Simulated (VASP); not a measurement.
Write the native input for VASP 6.6.1 that does the following.

```
Task                   : single point
Functional             : PBEsol
Potentials or basis    : VASP PAW PBE potentials, release 64 (Al, Sn_d)
Cutoff                 : 520 eV
k mesh                 : 11 × 11 × 12
Occupations            : fermi-dirac, width 0.05 eV
Spin                   : no spin polarisation
Dipole correction      : no
Further INCAR settings : ALGO = Normal; EDIFF = 1e-06; NBANDS = 16
```

The structure of AlSn lies in POSCAR:

```
AlSn
1.0
    4.1413675035      0.0000000000      0.0000000000
   -2.0706837517      3.5865294644      0.0000000000
    0.0000000000      0.0000000000      3.2621543998
Al Sn
1 1
Direct
    0.0000000000      0.0000000000      0.0000000000
    0.3333333333      0.6666666667      0.5000000000
```

This cell differs from its parent crystal: volume scaled by 0.96.

These files were run (other wordings do the same):

INCAR

```
SYSTEM = AlSn
PREC     = Accurate       ! precision mode
ENCUT    = 520            ! plane-wave cutoff, eV
EDIFF    = 1E-6           ! SCF threshold, eV
ISMEAR   = -1             ! smearing method
SIGMA    = 0.05           ! smearing width, eV
LREAL    = .FALSE.        ! projectors in reciprocal space
LASPH    = .TRUE.         ! aspherical terms in the spheres
NELM     = 80             ! most SCF steps
ALGO     = Normal         ! electronic algorithm
ISIF     = 2              ! what is computed and relaxed
LWAVE    = .FALSE.        ! write WAVECAR
LCHARG   = .FALSE.        ! write CHGCAR
GGA      = PS             ! functional
NBANDS   = 16             ! bands
```

KPOINTS

```
Automatic mesh
0
G
  11 11 12
  0 0 0
```

Potentials or basis: VASP PAW PBE potentials, release 64 (Al, Sn_d).

Command:

```sh
$ cat potpaw_PBE.64/Al/POTCAR potpaw_PBE.64/Sn_d/POTCAR > POTCAR
$ mpirun -np 1 vasp_std > vasp.out
```

It gave:

```yaml
Pressure: 0.0 GPa
```

Caveat: the PAW data sets were made with another functional, which shifts forces and pressure a little.

Wall time 17 s on 1 thread of Intel(R) Xeon(R) 6975P-C (Granite Rapids) (shared host), peak memory 0.22 GiB.
